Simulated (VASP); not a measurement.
# C (Fmmm) in VASP: notebook, part 2 of 2

VASP 6.6.1.

**3. Single point, r2SCAN (strain -0.0375 x Voigt [1, 1, 0, 0, 0, 0])**

POSCAR reads:

```
C
1.0
    0.0000000000      2.0472375000      3.3480000000
    1.1819500000      0.0000000000      3.3480000000
    1.1819500000      2.0472375000      0.0000000000
C
2
Direct
    0.1666700000      0.8333300000      0.1666700000
    0.8333300000      0.1666700000      0.8333300000
```

INCAR.step1 reads:

```
PREC = Accurate
ENCUT = 520
ISMEAR = 0
SIGMA = 0.05
LREAL = False
LASPH = True
NELM = 80
NBANDS = 11
GGA = PE
ALGO = Normal
EDIFF = 1E-4
LWAVE = True
LCHARG = False
```

INCAR.step2 reads:

```
PREC = Accurate
ENCUT = 520
EDIFF = 1E-6
ISMEAR = 0
SIGMA = 0.05
LREAL = False
LASPH = True
NELM = 80
ALGO = Normal
ISIF = 2
LWAVE = False
LCHARG = False
METAGGA = R2SCAN
LMIXTAU = True
NBANDS = 11
ISTART = 1
```

KPOINTS reads:

```
regular mesh
0
Gamma
  14 14 14
```

Potentials or basis: VASP PAW PBE potentials, release 64 (C).

On the command line:

```sh
> cat potpaw_PBE.64/C/POTCAR > POTCAR
> cp INCAR.step1 INCAR
> mpirun -np 1 vasp_std > vasp.out
> cp INCAR.step2 INCAR
> mpirun -np 1 vasp_std > vasp.out
```

Wall time 2.2 min (1 thread of Intel Xeon 6975P-C (Granite Rapids), shared host); peak memory 0.18 GiB.

The run converged. Its results:

| Property | Result |
| --- | --- |
| Free energy | -19.6434 eV |
| Pressure | 39.7 GPa |
| Largest force | 0.025 eV/Å |
| Band gap on the k mesh | 0.54 eV, indirect (least direct gap 0.65 eV) |

Forces on the atoms (eV/Å):
```
C    0.000  0.025  0.000
C    0.000 -0.025  0.000
```

Stress tensor (GPa, compression positive):
```
58.79  0.00  0.00
 0.00 58.79  0.00
 0.00  0.00  1.63
```

Levels at points of the mesh, in eV from the valence-band top:
```tsv
k point	band 2	band 3	band 4	band 5	band 6	band 7
(0.00, 0.00, 0.00)	-7.92	-3.16	-3.14	3.95	9.50	9.56
(0.50, 0.00, 0.00)	-14.88	-7.17	-2.79	1.79	8.98	13.58
(0.50, 0.50, 0.00)	-9.87	-3.17	-3.15	9.47	9.53	10.73
(0.50, 0.00, 0.50)	-14.96	-7.14	-2.02	2.73	9.19	11.92
(0.00, 0.50, 0.50)	-14.80	-7.19	-3.46	1.02	8.78	15.24
```

Caveat: the cell differs from its parent crystal (strain -0.0375 x Voigt [1, 1, 0, 0, 0, 0]); the PAW data sets were made with another functional, which shifts forces and pressure a little. A k mesh can miss the band edges.

**4. Single point, r2SCAN (strain +0.0375 x Voigt [1, 1, 0, 0, 0, 0])**

POSCAR reads:

```
C
1.0
    0.0000000000      2.2067625000      3.3480000000
    1.2740500000      0.0000000000      3.3480000000
    1.2740500000      2.2067625000      0.0000000000
C
2
Direct
    0.1666700000      0.8333300000      0.1666700000
    0.8333300000      0.1666700000      0.8333300000
```

INCAR.step1 reads:

```
SYSTEM = C
  PREC = Accurate
  ENCUT = 520
  ISMEAR = 0
  SIGMA = 0.05
  LREAL = .False.
  LASPH = .True.
  NELM = 100
  NBANDS = 11
  GGA = PE
  ALGO = Normal
  EDIFF = 1E-4
  LWAVE = .True.
  LCHARG = .False.
```

INCAR.step2 reads:

```
SYSTEM = C
  PREC = Accurate
  ENCUT = 520
  EDIFF = 1E-6
  ISMEAR = 0
  SIGMA = 0.05
  LREAL = .False.
  LASPH = .True.
  NELM = 100
  ALGO = Normal
  ISIF = 2
  LWAVE = .False.
  LCHARG = .False.
  METAGGA = R2SCAN
  LMIXTAU = .True.
  NBANDS = 11
  ISTART = 1
```

KPOINTS reads:

```
regular mesh
0
Gamma
  14 14 14
  0 0 0
```

On the command line:

```sh
> cat potpaw_PBE.64/C/POTCAR > POTCAR
> cp INCAR.step1 INCAR
> mpirun -np 1 vasp_std > vasp.out
> cp INCAR.step2 INCAR
> mpirun -np 1 vasp_std > vasp.out
```

It took 3 min on 1 thread of Intel Xeon 6975P-C (Granite Rapids), shared host; peak memory 0.19 GiB.

Results (log left out):

* Free energy: -19.6955 eV
* Pressure: -25.8 GPa
* Largest force: 0.031 eV/Å
* Band gap on the k mesh: 0.23 eV, indirect (least direct gap 0.30 eV)

Forces in eV/Å, atoms in the order of the input:
```
C    0.000  0.031  0.000
C    0.000 -0.031  0.000
```

Stress tensor (GPa, compression positive):
```
-39.82   0.00   0.00
  0.00 -39.87   0.00
  0.00   0.00   2.17
```

Levels at points of the mesh, in eV from the valence-band top:
| k point | band 1 | band 2 | band 3 | band 4 | band 5 | band 6 | band 7 | band 8 |
| --- | --- | --- | --- | --- | --- | --- | --- | --- |
| (0.00, 0.00, 0.00) | -20.29 | -6.43 | -3.43 | -3.40 | 4.70 | 7.81 | 7.90 | 10.60 |
| (0.50, 0.00, 0.00) | -15.10 | -13.57 | -6.69 | -2.53 | 1.50 | 6.47 | 12.57 | 13.97 |
| (0.50, 0.50, 0.00) | -19.97 | -8.55 | -3.45 | -3.42 | 7.77 | 7.85 | 10.46 | 11.02 |
| (0.50, 0.00, 0.50) | -15.22 | -13.67 | -6.65 | -1.66 | 2.36 | 6.69 | 11.37 | 11.51 |
| (0.00, 0.50, 0.50) | -14.97 | -13.48 | -6.72 | -3.27 | 0.76 | 6.27 | 13.81 | 18.10 |

Caveat: the cell differs from its parent crystal (strain +0.0375 x Voigt [1, 1, 0, 0, 0, 0]); the PAW data sets were made with another functional, which shifts forces and pressure a little. A k mesh can miss the band edges.

**5. Summary**

| cell | gap on the mesh (eV) | pressure (GPa) | largest force (eV/Å) |
| --- | --- | --- | --- |
| a = 3.883, b = 3.535, c = 2.272 Å, angles 80.8, 64.0, 35.3°, 2 atoms | 0.72 | 94.1 | 0.02 |
| a = 3.924, b = 3.551, c = 2.364 Å, angles 80.4, 63.1, 36.4°, 2 atoms | 0.54 | 39.7 | 0.02 |
| a = 4.010, b = 3.582, c = 2.548 Å, angles 79.8, 61.5, 38.7°, 2 atoms | 0.23 | -25.8 | 0.03 |

Alike in all rows: task single point; level r2SCAN; potentials or basis VASP PAW PBE potentials, release 64 (C); no spin polarisation; k mesh 14 × 14 × 14; cutoff (eV) 520; smearing gaussian 0.05 eV.

Caveats: the PAW data sets were made with another functional, which shifts forces and pressure a little.

Total energies depend on the potentials used, so only differences within one code and one set of settings carry meaning.
